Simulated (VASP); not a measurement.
# NaCaBr3 (Pm-3m) in VASP: notebook

NaCaBr3 is run at these levels: PBE, r2SCAN; tasks: single point.

All numbers are computed with VASP 6.6.1; they aren't measurements. Logs are shortened: lines on timing, memory, paths and dates and some standing lists are left out, and cuts for length are marked.

### 1 The cell of the first run

The structure is cubic, space group Pm-3m (No. 221). Conventional cell: a = 5.791 Å, b = 5.791 Å, c = 5.791 Å, α = 90.00°, β = 90.00°, γ = 90.00°. Na (site symmetry m-3m) has 12 Br at 4.09 Å and 8 Ca at 5.01 Å within 5.4 Å. Ca (site symmetry m-3m) has 6 Br at 2.90 Å within 3.8 Å. Within 3.8 Å of Br (site symmetry 4/mmm) lie 2 Ca at 2.90 Å.

### 2 Single point, PBE (38.83 Å³/atom)

Input file INCAR:

```
SYSTEM = NaCaBr3
PREC     = Accurate       ! precision mode
ENCUT    = 520            ! plane-wave cutoff, eV
EDIFF    = 1E-6           ! SCF threshold, eV
ISMEAR   = 0              ! smearing method
SIGMA    = 0.01           ! smearing width, eV
LREAL    = .False.        ! projectors in reciprocal space
LASPH    = .True.         ! aspherical terms in the spheres
NELM     = 100            ! most SCF steps
ALGO     = Normal         ! electronic algorithm
ISIF     = 2              ! what is computed and relaxed
LWAVE    = .False.        ! write WAVECAR
LCHARG   = .False.        ! write CHGCAR
GGA      = PE             ! functional
NBANDS   = 27             ! bands
```

Input file KPOINTS:

```
Automatic mesh
0
Gamma
  4 4 4
  0 0 0
```

Input file POSCAR:

```
NaCaBr3
1.0
    5.7906596211      0.0000000000      0.0000000000
    0.0000000000      5.7906596211      0.0000000000
    0.0000000000      0.0000000000      5.7906596211
Na Ca Br
1 1 3
Direct
    0.0000000000      0.0000000000      0.0000000000
    0.5000000000      0.5000000000      0.5000000000
    0.5000000000      0.5000000000      0.0000000000
    0.5000000000      0.0000000000      0.5000000000
    0.0000000000      0.5000000000      0.5000000000
```

Potentials or basis: VASP PAW PBE potentials, release 64 (Na_pv, Ca_sv, Br).

The run is started by

```console
> cat potpaw_PBE.64/Na_pv/POTCAR potpaw_PBE.64/Ca_sv/POTCAR potpaw_PBE.64/Br/POTCAR > POTCAR
> mpirun -np 1 vasp_std > vasp.out
```

OUTCAR:

```text
SYSTEM = NaCaBr3
   PREC = Accurate
   ENCUT = 520
   EDIFF = 1E-6
   ISMEAR = 0
   LREAL = .False.
   LASPH = .True.
   NELM = 100
   ISIF = 2
   GGA = PE

 ion  position               nearest neighbor table
   1  0.000  0.000  0.000-
   2  0.500  0.500  0.500-   3 2.90   4 2.90   5 2.90   3 2.90   4 2.90   5 2.90
   3  0.500  0.500  0.000-   2 2.90   2 2.90
   4  0.500  0.000  0.500-   2 2.90   2 2.90
   5  0.000  0.500  0.500-   2 2.90   2 2.90

  LATTYP: Found a simple cubic cell.
 ALAT       =     5.7906596211

  Lattice vectors:

 A1 = (   5.7906596211,   0.0000000000,   0.0000000000)
 A2 = (   0.0000000000,   5.7906596211,   0.0000000000)
 A3 = (   0.0000000000,   0.0000000000,   5.7906596211)

Analysis of symmetry for initial positions (statically):
=====================================================================
 Subroutine PRICEL returns:
 Original cell was already a primitive cell.

 Routine SETGRP: Setting up the symmetry group for a
 simple cubic supercell.

 Subroutine GETGRP returns: Found 48 space group operations
 (whereof 48 operations were pure point group operations)
 out of a pool of 48 trial point group operations.

The static configuration has the point symmetry O_h .

Analysis of symmetry for dynamics (positions and initial velocities):
=====================================================================
 Subroutine PRICEL returns:
 Original cell was already a primitive cell.

 Routine SETGRP: Setting up the symmetry group for a
 simple cubic supercell.

 Subroutine GETGRP returns: Found 48 space group operations
 (whereof 48 operations were pure point group operations)
 out of a pool of 48 trial point group operations.

The dynamic configuration has the point symmetry O_h .

 Subroutine INISYM returns: Found 48 space group operations
 (whereof 48 operations are pure point group operations),
 and found     1 'primitive' translations

----------------------------------------------------------------------------------------

                                     Primitive cell

  volume of cell :     194.1709

  direct lattice vectors                    reciprocal lattice vectors
     5.790659621  0.000000000  0.000000000     0.172691898  0.000000000  0.000000000
     0.000000000  5.790659621  0.000000000     0.000000000  0.172691898  0.000000000
     0.000000000  0.000000000  5.790659621     0.000000000  0.000000000  0.172691898

  length of vectors
     5.790659621  5.790659621  5.790659621     0.172691898  0.172691898  0.172691898

  position of ions in fractional coordinates (direct lattice)
     0.000000000  0.000000000  0.000000000
     0.500000000  0.500000000  0.500000000
     0.500000000  0.500000000  0.000000000
     0.500000000  0.000000000  0.500000000
     0.000000000  0.500000000  0.500000000

  ion indices of the primitive-cell ions
   primitive index   ion index
                 1           1
                 2           2
                 3           3
                 4           4
                 5           5

----------------------------------------------------------------------------------------

 KPOINTS: Automatic mesh

Automatic generation of k-mesh.
 Grid dimensions read from file:
 generate k-points for:    4    4    4

 Generating k-lattice:

  Cartesian coordinates                     Fractional coordinates (reciprocal lattice)
     0.043172974  0.000000000  0.000000000     0.250000000  0.000000000  0.000000000
     0.000000000  0.043172974  0.000000000     0.000000000  0.250000000  0.000000000
     0.000000000  0.000000000  0.043172974     0.000000000  0.000000000  0.250000000

  Length of vectors
     0.043172974  0.043172974  0.043172974

  Shift w.r.t. Gamma in fractional coordinates (k-lattice)
     0.000000000  0.000000000  0.000000000

 Subroutine IBZKPT returns following result:
 ===========================================

 Found     10 irreducible k-points:

 Following reciprocal coordinates:
            Coordinates               Weight
  0.000000  0.000000  0.000000      1.000000
  0.250000  0.000000  0.000000      6.000000
  0.500000  0.000000  0.000000      3.000000
  0.250000  0.250000  0.000000     12.000000
  0.500000  0.250000  0.000000     12.000000
  0.500000  0.500000  0.000000      3.000000
  0.250000  0.250000  0.250000      8.000000
  0.500000  0.250000  0.250000     12.000000
  0.500000  0.500000  0.250000      6.000000
  0.500000  0.500000  0.500000      1.000000
   k-points           NKPTS =     10   k-points in BZ     NKDIM =     10   number of bands    NBANDS=     27
   number of dos      NEDOS =    301   number of ions     NIONS =      5
   total plane-waves  NPLWV = 110592
   dimension x,y,z NGX =    48 NGY =   48 NGZ =   48
   dimension x,y,z NGXF=    96 NGYF=   96 NGZF=   96
   ions per type =               1   1   3
   NGX,Y,Z   is equivalent  to a cutoff of  13.78, 13.78, 13.78 a.u.
   NGXF,Y,Z  is equivalent  to a cutoff of  27.56, 27.56, 27.56 a.u.
 SYSTEM =  NaCaBr3
   PREC   = accura    normal or accurate (medium, high low for compatibility)
   ISTART =      0    job   : 0-new  1-cont  2-samecut
   ICHARG =      2    charge: 1-file 2-atom 10-const
   ISPIN  =      1    spin polarized calculation?
   LNONCOLLINEAR =      F non collinear calculations
   LSORBIT =      F    spin-orbit coupling
   LASPH  =      T    aspherical Exc in radial PAW
   ENCUT  =  520.0 eV  38.22 Ry    6.18 a.u.  10.77 10.77 10.77*2*pi/ulx,y,z
   NELM   =    100;   NELMIN=  2; NELMDL= -5     # of ELM steps
   EDIFF  = 0.1E-05   stopping-criterion for ELM
   LREAL  =      F    real-space projection
   EDIFFG = 0.1E-04   stopping-criterion for IOM
   NSW    =      0    number of steps for IOM
   IBRION =     -1    ionic relax: 0-MD 1-quasi-New 2-CG
   NFREE  =      0    steps in history (QN), initial steepest desc. (CG)
   ISIF   =      2    stress and relaxation
   ISYM   =      2    0-nonsym 1-usesym 2-fastsym
   POTIM  = 0.5000    time-step for ionic-motion
   TEBEG  =    0.0;   TEEND  =   0.0 temperature during run
   PSTRESS=    0.0 pullay stress
   NELECT =      38.0000    total number of electrons
   NUPDOWN=      -1.0000    fix difference up-down
   EMIN   =  10.00;   EMAX   =-10.00  energy-range for DOS
   EFERMI =   0.00;   METHOD = LEGACY
   ISMEAR =     0;   SIGMA  =   0.01  broadening in eV -4-tet -1-fermi 0-gaus
   EFERMI_NEDOS =   21; number of points for ismear=-14 and -15
   IALGO  =     38    algorithm
   IMIX   =      4    mixing-type and parameters
     AMIX     =   0.40;   BMIX     =  1.00
     AMIX_MAG =   1.60;   BMIX_MAG =  1.00
  volume/ion in A,a.u.               =      38.83       262.07
  Fermi-wavevector in a.u.,A,eV,Ry     =   0.950476  1.796140 12.291576  0.903405
  Thomas-Fermi vector in A             =   2.078857
   LORBIT       =      0    0 simple, 1 ext, 2 COOP (PROOUT), +10 PAW based schemes
   GGA     = PE    functional components
   LHFCALC =     F    Hartree Fock is set to
   AEXX    =    0.0000 exact exchange contribution
   IVDW    =     0    specifies the selected vdW correction
   LEPSILON=     F    determine dielectric tensor
   LRPA    =     F    only Hartree local field effects (RPA)
 non-spin polarized calculation
 Gauss-broadening in eV      SIGMA  =   0.01
  energy-cutoff  :      520.00
  volume of cell :      194.17
 maximum number of plane-waves:      5248
 NGX is ok and might be reduce to    48
   NGX = 21   NGY = 21   NGZ = 21

 number of electron      38.0000015 magnetization

 Free energy of the ion-electron system (eV)
  ---------------------------------------------------
  ext. energy  EPLUGINS =         0.00000000
  ---------------------------------------------------
  free energy    TOTEN  =       -16.62469727 eV

  energy without entropy =      -16.62469727  energy(sigma->0) =      -16.62469727

 E-fermi :  -1.1574     XC(G=0):  -6.8830

 val. band max:       -1.3191901118   @ k =   0.5000   0.5000   0.5000
 cond. band min:       1.7110016611   @ k =   0.0000   0.0000   0.0000
 fundamental gap:      3.0301917729
 Fermi energy:        -1.1574356835

 k-point     1 :       0.0000    0.0000    0.0000
  band No.  band energies     occupation
      1     -40.5097      2.00000
      2     -25.2626      2.00000
      3     -25.2626      2.00000
      4     -25.2626      2.00000
      5     -21.5284      2.00000
      6     -21.5284      2.00000
[... 19 lines left out ...]
     26       4.5546      0.00000
     27       5.7797      0.00000

 k-point     2 :       0.2500    0.0000    0.0000
  band No.  band energies     occupation
      1     -40.5096      2.00000
      2     -25.2626      2.00000
      3     -25.2626      2.00000
      4     -25.2626      2.00000
      5     -21.5351      2.00000
      6     -21.5283      2.00000
[... 19 lines left out ...]
     26       5.1862      0.00000
     27       5.6549      0.00000

 k-point     3 :       0.5000    0.0000    0.0000
  band No.  band energies     occupation
      1     -40.5096      2.00000
      2     -25.2627      2.00000
      3     -25.2626      2.00000
      4     -25.2626      2.00000
      5     -21.5418      2.00000
      6     -21.5282      2.00000
[... 19 lines left out ...]
     26       4.8327      0.00000
     27       6.3663      0.00000

 k-point     4 :       0.2500    0.2500    0.0000
  band No.  band energies     occupation
      1     -40.5096      2.00000
      2     -25.2626      2.00000
      3     -25.2626      2.00000
      4     -25.2626      2.00000
      5     -21.5350      2.00000
      6     -21.5350      2.00000
[... 19 lines left out ...]
     26       5.2780      0.00000
     27       5.5103      0.00000
[... 96 lines left out ...]
      4     -25.2626      2.00000
      5     -21.5416      2.00000
      6     -21.5348      2.00000
[... 19 lines left out ...]
     26       5.4314      0.00000
     27       5.7295      0.00000

 k-point     9 :       0.5000    0.5000    0.2500
  band No.  band energies     occupation
      1     -40.5096      2.00000
      2     -25.2626      2.00000
      3     -25.2626      2.00000
      4     -25.2626      2.00000
      5     -21.5415      2.00000
      6     -21.5415      2.00000
[... 19 lines left out ...]
     26       5.4118      0.00000
     27       6.0204      0.00000

 k-point    10 :       0.5000    0.5000    0.5000
  band No.  band energies     occupation
      1     -40.5096      2.00000
      2     -25.2626      2.00000
      3     -25.2626      2.00000
      4     -25.2626      2.00000
      5     -21.5414      2.00000
      6     -21.5414      2.00000
[... 19 lines left out ...]
     26       5.4754      0.00000
     27       6.4360      0.00000

------------------------ aborting loop because EDIFF is reached ----------------------------------------

  FORCE on cell =-STRESS in cart. coord.  units (eV):
  Direction    XX          YY          ZZ          XY          YZ          ZX
  --------------------------------------------------------------------------------------
  -------------------------------------------------------------------------------------
  Total       -1.1828604     -1.1828604     -1.1828604      0.0000000      0.0000000     -0.0000000
  in kB       -9.7602282     -9.7602282     -9.7602282      0.0000000      0.0000000     -0.0000000
  external PRESSURE =      -9.7602282 kB  Pullay stress =       0.0000000 kB

 VOLUME and BASIS-vectors are now :
 -----------------------------------------------------------------------------
  energy-cutoff  :      520.00
  volume of cell :      194.17
      direct lattice vectors                 reciprocal lattice vectors
     5.790659621  0.000000000  0.000000000     0.172691898  0.000000000  0.000000000
     0.000000000  5.790659621  0.000000000     0.000000000  0.172691898  0.000000000
     0.000000000  0.000000000  5.790659621     0.000000000  0.000000000  0.172691898

 POSITION                                       TOTAL-FORCE (eV/Angst)
 -----------------------------------------------------------------------------------
      0.00000      0.00000      0.00000         0.000000      0.000000      0.000000
      2.89533      2.89533      2.89533         0.000000      0.000000      0.000000
      2.89533      2.89533      0.00000         0.000000      0.000000      0.000000
      2.89533      0.00000      2.89533         0.000000      0.000000      0.000000
      0.00000      2.89533      2.89533         0.000000      0.000000      0.000000
 -----------------------------------------------------------------------------------
    total drift:                                0.000000     -0.000000     -0.000000

  FREE ENERGIE OF THE ION-ELECTRON SYSTEM (eV)
  ---------------------------------------------------
  free  energy   TOTEN  =       -16.6246972714 eV

  energy  without entropy=      -16.6246972714  energy(sigma->0) =      -16.62469727
```

Wall time 31 s (1 thread of AMD EPYC 9R45 (Zen 5), shared host); peak memory 0.31 GiB.

Results:

- Free energy: -16.6247 eV
- Pressure: -1.0 GPa
- Band gap on the k mesh: 3.03 eV (least direct gap 3.35 eV)

Levels at points of the mesh, in eV from the valence-band top:
```csv
k point,band 17,band 18,band 19,band 20,band 21,band 22
"(0.00, 0.00, 0.00)",-0.32,-0.32,-0.32,3.03,4.84,4.84
"(0.50, 0.00, 0.00)",-0.62,-0.38,-0.38,4.43,4.92,5.11
"(0.50, 0.50, 0.00)",-0.83,-0.83,-0.01,4.64,5.78,5.78
"(0.50, 0.50, 0.50)",0.00,0.00,0.00,3.87,6.35,6.35
```

A k mesh can miss the band edges.

### 3 Single point, r2SCAN (33.75 Å³/atom)

This run uses another cell than the first one, of 33.75 Å³/atom.

POSCAR: that of step 2 with these lines changed.

```diff
@@ -2,5 +2,5 @@
 1.0
-    5.7906596211      0.0000000000      0.0000000000
-    0.0000000000      5.7906596211      0.0000000000
-    0.0000000000      0.0000000000      5.7906596211
+    5.5261502491      0.0000000000      0.0000000000
+    0.0000000000      5.5261502491      0.0000000000
+    0.0000000000      0.0000000000      5.5261502491
 Na Ca Br
```

Input file INCAR.step1:

```
PREC = Accurate ; ENCUT = 520
ISMEAR = 0 ; SIGMA = 0.01
LREAL = False ; LASPH = True
NELM = 80 ; NBANDS = 27
GGA = PE ; ALGO = Normal
EDIFF = 1E-4 ; LWAVE = True
LCHARG = False
```

Input file INCAR.step2:

```
PREC = Accurate ; ENCUT = 520
EDIFF = 1E-6 ; ISMEAR = 0
SIGMA = 0.01 ; LREAL = False
LASPH = True ; NELM = 80
ALGO = Normal ; ISIF = 2
LWAVE = False ; LCHARG = False
METAGGA = R2SCAN ; LMIXTAU = True
NBANDS = 27 ; ISTART = 1
```

Input file KPOINTS:

```
regular mesh
0
Gamma
  4 4 4
```

Potentials or basis: VASP PAW PBE potentials, release 64 (Na_pv, Ca_sv, Br).

The run is started by

```console
> cat potpaw_PBE.64/Na_pv/POTCAR potpaw_PBE.64/Ca_sv/POTCAR potpaw_PBE.64/Br/POTCAR > POTCAR
> cp INCAR.step1 INCAR
> mpirun -np 1 vasp_std > vasp.out
> cp INCAR.step2 INCAR
> mpirun -np 1 vasp_std > vasp.out
```

It took 89 s on 1 thread of AMD EPYC 9R45 (Zen 5), shared host; peak memory 0.27 GiB.

The run converged. Its results:

- Free energy: -59.9205 eV
- Pressure: 1.7 GPa
- Band gap on the k mesh: 3.81 eV (least direct gap 4.16 eV)

Levels at points of the mesh, in eV from the valence-band top:
| k point | band 16 | band 17 | band 18 | band 19 | band 20 | band 21 | band 22 | band 23 |
| --- | --- | --- | --- | --- | --- | --- | --- | --- |
| (0.00, 0.00, 0.00) | -0.68 | -0.34 | -0.34 | -0.34 | 3.81 | 5.44 | 5.44 | 5.44 |
| (0.50, 0.00, 0.00) | -1.11 | -0.84 | -0.45 | -0.45 | 5.55 | 5.56 | 6.00 | 6.65 |
| (0.50, 0.50, 0.00) | -1.11 | -1.09 | -1.09 | -0.01 | 5.81 | 6.77 | 6.77 | 7.06 |
| (0.50, 0.50, 0.50) | -1.57 | 0.00 | 0.00 | 0.00 | 4.64 | 7.50 | 7.50 | 7.50 |

Caveat: the PAW data sets were made with another functional, which shifts forces and pressure a little. A k mesh can miss the band edges.

[end of part 1 of 2]
